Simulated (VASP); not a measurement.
# Mg3CdSe4 in VASP: a series of runs

Aim: see how the results for Mg3CdSe4 move with the level of theory and the settings. Levels: PBE, r2SCAN. Tasks: single point.

Program: VASP 6.6.1. These are calculated values, not measurements. Logs are shortened: lines on timing, memory, paths and dates and some standing lists are left out, and cuts for length are marked.

### Step 1. The cell of the first run

Symmetry: P4/mmm, No. 123, tetragonal system. Conventional cell: a = 3.940 Å, b = 3.940 Å, c = 11.169 Å, α = 90.00°, β = 90.00°, γ = 90.00°. Mg (site symmetry 4mm) has 6 Se at 2.75 to 2.83 Å within 3.6 Å. Mg (site symmetry 4/mmm) has 6 Se at 2.73 to 2.79 Å within 3.6 Å. Within 3.7 Å of Cd (site symmetry 4/mmm) lie 6 Se at 2.79 to 2.86 Å. Within 3.6 Å of Se (site symmetry 4mm) lie 5 Mg at 2.73 to 2.79 Å and 1 Cd at 2.86 Å. Se (site symmetry 4/mmm) has 6 Mg at 2.75 to 2.79 Å within 3.6 Å. Se (site symmetry 4/mmm) has 4 Cd at 2.79 Å and 2 Mg at 2.83 Å within 3.7 Å.

### Step 2. Single point, PBE

File INCAR:

```
  PREC = Accurate
  ENCUT = 520
  EDIFF = 1E-7
  ISMEAR = 0
  SIGMA = 0.1
  LREAL = False
  LASPH = True
  NELM = 60
  ALGO = Normal
  ISIF = 2
  LWAVE = False
  LCHARG = True
  GGA = PE
  LELF = True
  LVHAR = True
  NBANDS = 31
```

File KPOINTS:

```
regular mesh
0
Gamma
  4 4 2
```

File POSCAR:

```
Mg3CdSe4
1.0
    3.9404622000      0.0000000000      0.0000000000
    0.0000000000      3.9404622000      0.0000000000
    0.0000000000      0.0000000000     11.1693267000
Mg Cd Se
3 1 4
Direct
    0.5000000000      0.5000000000      0.2533570000
    0.0000000000      0.0000000000      0.5000000000
    0.5000000000      0.5000000000      0.7466430000
    0.0000000000      0.0000000000      0.0000000000
    0.0000000000      0.0000000000      0.2556680000
    0.5000000000      0.5000000000      0.5000000000
    0.0000000000      0.0000000000      0.7443320000
    0.5000000000      0.5000000000      0.0000000000
```

Potentials or basis: VASP PAW PBE potentials, release 64 (Mg, Cd, Se).

Started as:

```bash
cat potpaw_PBE.64/Mg/POTCAR potpaw_PBE.64/Cd/POTCAR potpaw_PBE.64/Se/POTCAR > POTCAR
mpirun -np 1 vasp_std > vasp.out
```

OUTCAR:

```text
PREC = Accurate
   ENCUT = 520
   EDIFF = 1E-7
   ISMEAR = 0
   LREAL = False
   LASPH = True
   NELM = 60
   ISIF = 2
   GGA = PE

 ion  position               nearest neighbor table
   1  0.500  0.500  0.253-   6 2.75   5 2.79   5 2.79   5 2.79   5 2.79   8 2.83
   2  0.000  0.000  0.500-   5 2.73   7 2.73   6 2.79   6 2.79   6 2.79   6 2.79
   3  0.500  0.500  0.747-   6 2.75   7 2.79   7 2.79   7 2.79   7 2.79   8 2.83
   4  0.000  0.000  0.000-   8 2.79   8 2.79   8 2.79   8 2.79   5 2.86   7 2.86
   5  0.000  0.000  0.256-   2 2.73   1 2.79   1 2.79   1 2.79   1 2.79   4 2.86
   6  0.500  0.500  0.500-   1 2.75   3 2.75   2 2.79   2 2.79   2 2.79   2 2.79
   7  0.000  0.000  0.744-   2 2.73   3 2.79   3 2.79   3 2.79   3 2.79   4 2.86
   8  0.500  0.500  0.000-   4 2.79   4 2.79   4 2.79   4 2.79   1 2.83   3 2.83

  LATTYP: Found a simple tetragonal cell.
 ALAT       =     3.9404622000
 C/A-ratio  =     2.8345219756

  Lattice vectors:

 A1 = (   3.9404622000,   0.0000000000,   0.0000000000)
 A2 = (   0.0000000000,   3.9404622000,   0.0000000000)
 A3 = (   0.0000000000,   0.0000000000,  11.1693267000)

Analysis of symmetry for initial positions (statically):
=====================================================================
 Subroutine PRICEL returns:
 Original cell was already a primitive cell.

 Routine SETGRP: Setting up the symmetry group for a
 simple tetragonal supercell.

 Subroutine GETGRP returns: Found 16 space group operations
 (whereof 16 operations were pure point group operations)
 out of a pool of 16 trial point group operations.

The static configuration has the point symmetry D_4h.

Analysis of symmetry for dynamics (positions and initial velocities):
=====================================================================
 Subroutine PRICEL returns:
 Original cell was already a primitive cell.

 Routine SETGRP: Setting up the symmetry group for a
 simple tetragonal supercell.

 Subroutine GETGRP returns: Found 16 space group operations
 (whereof 16 operations were pure point group operations)
 out of a pool of 16 trial point group operations.

The dynamic configuration has the point symmetry D_4h.

 Subroutine INISYM returns: Found 16 space group operations
 (whereof 16 operations are pure point group operations),
 and found     1 'primitive' translations

----------------------------------------------------------------------------------------

                                     Primitive cell

  volume of cell :     173.4288

  direct lattice vectors                    reciprocal lattice vectors
     3.940462200  0.000000000  0.000000000     0.253777336  0.000000000  0.000000000
     0.000000000  3.940462200  0.000000000     0.000000000  0.253777336  0.000000000
     0.000000000  0.000000000 11.169326700     0.000000000  0.000000000  0.089530911

  length of vectors
     3.940462200  3.940462200 11.169326700     0.253777336  0.253777336  0.089530911

  position of ions in fractional coordinates (direct lattice)
     0.500000000  0.500000000  0.253357000
     0.000000000  0.000000000  0.500000000
     0.500000000  0.500000000  0.746643000
     0.000000000  0.000000000  0.000000000
     0.000000000  0.000000000  0.255668000
     0.500000000  0.500000000  0.500000000
     0.000000000  0.000000000  0.744332000
     0.500000000  0.500000000  0.000000000

  ion indices of the primitive-cell ions
   primitive index   ion index
                 1           1
                 2           2
                 3           3
                 4           4
                 5           5
                 6           6
                 7           7
                 8           8

----------------------------------------------------------------------------------------

 KPOINTS: regular mesh

Automatic generation of k-mesh.
 Grid dimensions read from file:
 generate k-points for:    4    4    2

 Generating k-lattice:

  Cartesian coordinates                     Fractional coordinates (reciprocal lattice)
     0.063444334  0.000000000  0.000000000     0.250000000  0.000000000  0.000000000
     0.000000000  0.063444334  0.000000000     0.000000000  0.250000000  0.000000000
     0.000000000  0.000000000  0.044765456     0.000000000  0.000000000  0.500000000

  Length of vectors
     0.063444334  0.063444334  0.044765456

  Shift w.r.t. Gamma in fractional coordinates (k-lattice)
     0.000000000  0.000000000  0.000000000

 Subroutine IBZKPT returns following result:
 ===========================================

 Found     12 irreducible k-points:

 Following reciprocal coordinates:
            Coordinates               Weight
  0.000000  0.000000  0.000000      1.000000
  0.250000  0.000000  0.000000      4.000000
  0.500000  0.000000  0.000000      2.000000
  0.250000  0.250000  0.000000      4.000000
  0.500000  0.250000  0.000000      4.000000
  0.500000  0.500000  0.000000      1.000000
  0.000000  0.000000  0.500000      1.000000
[... 33 lines left out ...]
   PSTRESS=    0.0 pullay stress
   NELECT =      42.0000    total number of electrons
   NUPDOWN=      -1.0000    fix difference up-down
   EMIN   =  10.00;   EMAX   =-10.00  energy-range for DOS
   EFERMI =   0.00;   METHOD = LEGACY
   ISMEAR =     0;   SIGMA  =   0.10  broadening in eV -4-tet -1-fermi 0-gaus
   EFERMI_NEDOS =   21; number of points for ismear=-14 and -15
   IALGO  =     38    algorithm
   IMIX   =      4    mixing-type and parameters
     AMIX     =   0.40;   BMIX     =  1.00
     AMIX_MAG =   1.60;   BMIX_MAG =  1.00
  volume/ion in A,a.u.               =      21.68       146.29
  Fermi-wavevector in a.u.,A,eV,Ry     =   1.020432  1.928337 14.167500  1.041282
  Thomas-Fermi vector in A             =   2.154001
   LORBIT       =      0    0 simple, 1 ext, 2 COOP (PROOUT), +10 PAW based schemes
   GGA     = PE    functional components
   LHFCALC =     F    Hartree Fock is set to
   AEXX    =    0.0000 exact exchange contribution
   IVDW    =     0    specifies the selected vdW correction
   LEPSILON=     F    determine dielectric tensor
   LRPA    =     F    only Hartree local field effects (RPA)
 non-spin polarized calculation
 Gauss-broadening in eV      SIGMA  =   0.10
  energy-cutoff  :      520.00
  volume of cell :      173.43
 maximum number of plane-waves:      4721
 NGX is ok and might be reduce to    30
   NGX = 15   NGY = 15   NGZ = 41

 number of electron      42.0000002 magnetization

 Free energy of the ion-electron system (eV)
  ---------------------------------------------------
  ext. energy  EPLUGINS =         0.00000000
  ---------------------------------------------------
  free energy    TOTEN  =       -27.45352664 eV

  energy without entropy =      -27.45320137  energy(sigma->0) =      -27.45336400

 E-fermi :   3.2087     XC(G=0):  -9.5184

 val. band max:        3.0170921046   @ k =   0.5000   0.0000   0.0000
 cond. band min:       3.3658218230   @ k =   0.5000   0.5000   0.0000
 fundamental gap:      0.3487297184
 Fermi energy:         3.2087426926

 k-point     1 :       0.0000    0.0000    0.0000
  band No.  band energies     occupation
      1     -10.0339      2.00000
      2      -9.5515      2.00000
      3      -9.3896      2.00000
      4      -8.7959      2.00000
      5      -5.1157      2.00000
      6      -5.0125      2.00000
[... 23 lines left out ...]
     30       9.6481      0.00000
     31      10.4405      0.00000

 k-point     2 :       0.2500    0.0000    0.0000
  band No.  band energies     occupation
      1      -9.7179      2.00000
      2      -9.3193      2.00000
      3      -9.1997      2.00000
      4      -8.7709      2.00000
      5      -5.1593      2.00000
      6      -5.1070      2.00000
[... 23 lines left out ...]
     30       9.8450      0.00000
     31       9.8718      0.00000

 k-point     3 :       0.5000    0.0000    0.0000
  band No.  band energies     occupation
      1      -9.1508      2.00000
      2      -9.0838      2.00000
      3      -8.9850      2.00000
      4      -8.9323      2.00000
      5      -5.2934      2.00000
      6      -5.2585      2.00000
[... 295 lines left out ...]
     30      10.3801      0.00000
     31      10.4663      0.00000

 k-point    12 :       0.5000    0.5000    0.5000
  band No.  band energies     occupation
      1      -9.2015      2.00000
      2      -8.7573      2.00000
      3      -8.6989      2.00000
      4      -8.6200      2.00000
      5      -5.0032      2.00000
      6      -5.0032      2.00000
[... 23 lines left out ...]
     30      11.1122      0.00000
     31      11.4459      0.00000

------------------------ aborting loop because EDIFF is reached ----------------------------------------

  FORCE on cell =-STRESS in cart. coord.  units (eV):
  Direction    XX          YY          ZZ          XY          YZ          ZX
  --------------------------------------------------------------------------------------
  -------------------------------------------------------------------------------------
  Total        0.4291705      0.4291705     -0.3526284      0.0000000     -0.0000000      0.0000000
  in kB        3.9647801      3.9647801     -3.2576660      0.0000000     -0.0000000      0.0000000
  external PRESSURE =       1.5572980 kB  Pullay stress =       0.0000000 kB

 VOLUME and BASIS-vectors are now :
 -----------------------------------------------------------------------------
  energy-cutoff  :      520.00
  volume of cell :      173.43
      direct lattice vectors                 reciprocal lattice vectors
     3.940462200  0.000000000  0.000000000     0.253777336  0.000000000  0.000000000
     0.000000000  3.940462200  0.000000000     0.000000000  0.253777336  0.000000000
     0.000000000  0.000000000 11.169326700     0.000000000  0.000000000  0.089530911

 POSITION                                       TOTAL-FORCE (eV/Angst)
 -----------------------------------------------------------------------------------
      1.97023      1.97023      2.82983        -0.000000     -0.000000     -0.002060
      0.00000      0.00000      5.58466        -0.000000     -0.000000      0.000000
      1.97023      1.97023      8.33950         0.000000      0.000000      0.002060
      0.00000      0.00000      0.00000        -0.000000     -0.000000      0.000000
      0.00000      0.00000      2.85564         0.000000      0.000000      0.007348
      1.97023      1.97023      5.58466        -0.000000     -0.000000      0.000000
      0.00000      0.00000      8.31369        -0.000000      0.000000     -0.007348
      1.97023      1.97023      0.00000        -0.000000     -0.000000      0.000000
 -----------------------------------------------------------------------------------
    total drift:                                0.000000      0.000000      0.000000

  FREE ENERGIE OF THE ION-ELECTRON SYSTEM (eV)
  ---------------------------------------------------
  free  energy   TOTEN  =       -27.4535266389 eV

  energy  without entropy=      -27.4532013654  energy(sigma->0) =      -27.45336400
```

Wall time 41 s (1 thread of Intel Xeon 6975P-C (Granite Rapids), shared host); peak memory 0.28 GiB.

Results:

```yaml
Free_energy: -27.4535 eV
Pressure: 0.2 GPa
Largest_force: 0.007 eV/Å
Band_gap_on_the_k_mesh: 0.35 eV, indirect (least direct gap 0.95 eV)
```

Forces in eV/Å, atoms in the order of the input:
```
Mg   0.000  0.000 -0.002
Mg   0.000  0.000  0.000
Mg   0.000  0.000  0.002
Cd   0.000  0.000  0.000
Se   0.000  0.000  0.007
Se   0.000  0.000  0.000
Se   0.000  0.000 -0.007
Se   0.000  0.000  0.000
```

Levels at points of the mesh, in eV from the valence-band top:
```tsv
k point	band 19	band 20	band 21	band 22	band 23	band 24
(0.00, 0.00, 0.00)	-0.41	-0.39	-0.39	0.56	1.65	3.30
(0.50, 0.00, 0.00)	-0.83	-0.43	0.00	3.28	3.32	4.22
(0.50, 0.50, 0.00)	-2.03	-2.03	-2.01	0.35	1.31	3.79
(0.00, 0.00, 0.50)	-0.84	-0.56	-0.56	1.01	1.96	2.96
(0.50, 0.00, 0.50)	-0.86	-0.84	0.00	3.90	4.12	4.14
(0.50, 0.50, 0.50)	-2.42	-2.35	-2.35	1.14	2.35	2.39
```

### Step 3. Single point, PBE

This run uses another cell than the first one, of 21.73 Å³/atom, 1.003 times its volume.

File INCAR:

```
SYSTEM = Mg3CdSe4
PREC = Accurate
ENCUT = 520
EDIFF = 1E-6
ISMEAR = 0
SIGMA = 0.1
LREAL = .FALSE.
LASPH = .TRUE.
NELM = 100
ALGO = Normal
ISIF = 2
LWAVE = .FALSE.
LCHARG = .FALSE.
GGA = PE
NBANDS = 31
```

File KPOINTS:

```
regular mesh
0
G
  4 4 2
  0 0 0
```

File POSCAR:

```
Mg3CdSe4
1.0
    3.9559882875      0.0001051267      0.0001600896
    0.0001063689      3.9560010530      0.0001454261
    0.0002550160      0.0001084971     11.1097056295
Mg Cd Se
3 1 4
Direct
    0.4996922994      0.4999274707      0.2529830274
    0.0003583623      0.0003821848      0.4999269327
    0.5001790003      0.5000075485      0.7471696973
   -0.0000306685     -0.0003894562     -0.0001288002
   -0.0001519193      0.0000383757      0.2553264492
    0.5000478019      0.5002240451      0.5000597350
   -0.0000376426      0.0001168676      0.7446118041
    0.4999427664      0.4996929638      0.0000511543
```

Potentials or basis: VASP PAW PBE potentials, release 64 (Mg, Cd, Se).

Started as:

```bash
cat potpaw_PBE.64/Mg/POTCAR potpaw_PBE.64/Cd/POTCAR potpaw_PBE.64/Se/POTCAR > POTCAR
mpirun -np 1 vasp_std > vasp.out
```

Wall time 54 s (1 thread of Intel Xeon 6975P-C (Granite Rapids), shared host); peak memory 0.31 GiB.

Results (log left out):

* Free energy: -27.4561 eV
* Pressure: 0.0 GPa
* Largest force: 0.020 eV/Å
* Band gap on the k mesh: 0.41 eV, indirect (least direct gap 0.92 eV)

Forces on the atoms (eV/Å):
```
Mg   0.001  0.001  0.003
Mg  -0.002 -0.001  0.001
Mg  -0.001  0.001 -0.006
Cd   0.000  0.001  0.003
Se   0.000  0.000  0.020
Se   0.001  0.000 -0.001
Se   0.001 -0.001 -0.020
Se   0.000  0.001 -0.001
```

Levels at points of the mesh, in eV from the valence-band top:
| k point | band 17 | band 18 | band 19 | band 20 | band 21 | band 22 | band 23 | band 24 | band 25 | band 26 |
| --- | --- | --- | --- | --- | --- | --- | --- | --- | --- | --- |
| (0.00, 0.00, 0.00) | -1.23 | -1.23 | -0.41 | -0.34 | -0.34 | 0.58 | 1.66 | 3.36 | 3.48 | 4.01 |
| (0.50, 0.00, 0.00) | -0.82 | -0.81 | -0.81 | -0.37 | 0.00 | 3.31 | 3.36 | 4.20 | 4.24 | 5.50 |
| (0.00, 0.50, 0.00) | -0.82 | -0.81 | -0.81 | -0.37 | 0.00 | 3.31 | 3.36 | 4.20 | 4.24 | 5.50 |
| (0.50, 0.50, 0.00) | -2.74 | -2.05 | -2.00 | -1.94 | -1.94 | 0.41 | 1.35 | 3.88 | 3.96 | 4.20 |
| (0.00, 0.00, 0.50) | -1.55 | -0.80 | -0.80 | -0.52 | -0.52 | 1.05 | 1.98 | 2.99 | 3.25 | 4.08 |
| (0.50, 0.00, 0.50) | -1.18 | -0.88 | -0.84 | -0.81 | 0.00 | 3.92 | 4.14 | 4.14 | 4.24 | 4.83 |
| (0.00, 0.50, 0.50) | -1.18 | -0.88 | -0.84 | -0.81 | 0.00 | 3.92 | 4.14 | 4.14 | 4.24 | 4.83 |
| (0.50, 0.50, 0.50) | -2.49 | -2.42 | -2.42 | -2.28 | -2.28 | 1.22 | 2.41 | 2.44 | 2.59 | 4.88 |

A k mesh can miss the band edges.

### Step 4. Single point, r2SCAN

File POSCAR:

```
Mg3CdSe4
1.0
    3.9404622000      0.0000000000      0.0000000000
    0.0000000000      3.9404622000      0.0000000000
    0.0000000000      0.0000000000     11.1693267000
Mg Cd Se
3 1 4
Direct
    0.5000000000      0.5000000000      0.2533570000
    0.0000000000      0.0000000000      0.5000000000
    0.5000000000      0.5000000000      0.7466430000
    0.0000000000      0.0000000000      0.0000000000
    0.0000000000      0.0000000000      0.2556680000
    0.5000000000      0.5000000000      0.5000000000
    0.0000000000      0.0000000000      0.7443320000
    0.5000000000      0.5000000000      0.0000000000
```

File INCAR.step1:

```
PREC = Accurate
ENCUT = 520
ISMEAR = 0
SIGMA = 0.02
LREAL = F
LASPH = T
NELM = 60
NBANDS = 31
GGA = PE
ALGO = Normal
EDIFF = 1E-4
LWAVE = T
LCHARG = F
```

File INCAR.step2:

```
PREC = Accurate
ENCUT = 520
EDIFF = 1E-6
ISMEAR = 0
SIGMA = 0.02
LREAL = F
LASPH = T
NELM = 60
ALGO = Normal
ISIF = 2
LWAVE = F
LCHARG = T
METAGGA = R2SCAN
LMIXTAU = T
LELF = T
LVHAR = T
NBANDS = 31
ISTART = 1
```

File KPOINTS:

```
regular mesh
0
Gamma
  10 10 4
```

Started as:

```bash
cat potpaw_PBE.64/Mg/POTCAR potpaw_PBE.64/Cd/POTCAR potpaw_PBE.64/Se/POTCAR > POTCAR
cp INCAR.step1 INCAR
mpirun -np 1 vasp_std > vasp.out
cp INCAR.step2 INCAR
mpirun -np 1 vasp_std > vasp.out
```

It took 16 min on 1 thread of Intel Xeon 6975P-C, shared host; peak memory 0.51 GiB.

The run converged. Its results:

| Property | Result |
| --- | --- |
| Free energy | -99.7137 eV |
| Pressure | -1.5 GPa |
| Largest force | 0.014 eV/Å |
| Band gap on the k mesh | 0.87 eV, indirect (least direct gap 1.51 eV) |

Forces on the atoms (eV/Å):
```
Mg   0.000  0.000  0.014
Mg   0.000  0.000  0.000
Mg   0.000  0.000 -0.014
Cd   0.000  0.000  0.000
Se   0.000  0.000 -0.001
Se   0.000  0.000  0.000
Se   0.000  0.000  0.001
Se   0.000  0.000  0.000
```

Levels at points of the mesh, in eV from the valence-band top:
| k point | band 19 | band 20 | band 21 | band 22 | band 23 | band 24 |
| --- | --- | --- | --- | --- | --- | --- |
| (0.00, 0.00, 0.00) | -0.39 | -0.38 | -0.38 | 1.14 | 2.46 | 3.97 |
| (0.50, 0.00, 0.00) | -0.84 | -0.42 | 0.00 | 3.95 | 4.00 | 4.85 |
| (0.50, 0.50, 0.00) | -2.04 | -2.04 | -2.03 | 0.87 | 1.99 | 4.38 |
| (0.00, 0.00, 0.50) | -0.84 | -0.55 | -0.55 | 1.52 | 2.64 | 3.66 |
| (0.50, 0.00, 0.50) | -0.87 | -0.84 | 0.00 | 4.53 | 4.78 | 4.82 |
| (0.50, 0.50, 0.50) | -2.38 | -2.36 | -2.36 | 1.55 | 3.00 | 3.02 |

Caveat: the PAW data sets were made with another functional, which shifts forces and pressure a little. r2SCAN opens gaps a little over a GGA but as a rule still falls short of measured ones.

### Step 5. The runs side by side

```tsv
level	cell	k mesh	smearing	gap on the mesh (eV)	pressure (GPa)	largest force (eV/Å)
PBE	a = 3.940, b = 3.940, c = 11.169 Å, 8 atoms	4 × 4 × 2	gaussian 0.1 eV	0.35	0.2	0.01
PBE	a = 3.956, b = 3.956, c = 11.110 Å, 8 atoms	4 × 4 × 2	gaussian 0.1 eV	0.41	0.0	0.02
r2SCAN	a = 3.940, b = 3.940, c = 11.169 Å, 8 atoms	10 × 10 × 4	gaussian 0.02 eV	0.87	-1.5	0.01
```

Alike in all rows: task single point; potentials or basis VASP PAW PBE potentials, release 64 (Mg, Cd, Se); no spin polarisation; cutoff (eV) 520.

Caveats: the PAW data sets were made with another functional, which shifts forces and pressure a little (some runs).

Absolute energies hang on the potentials; compare differences alone.
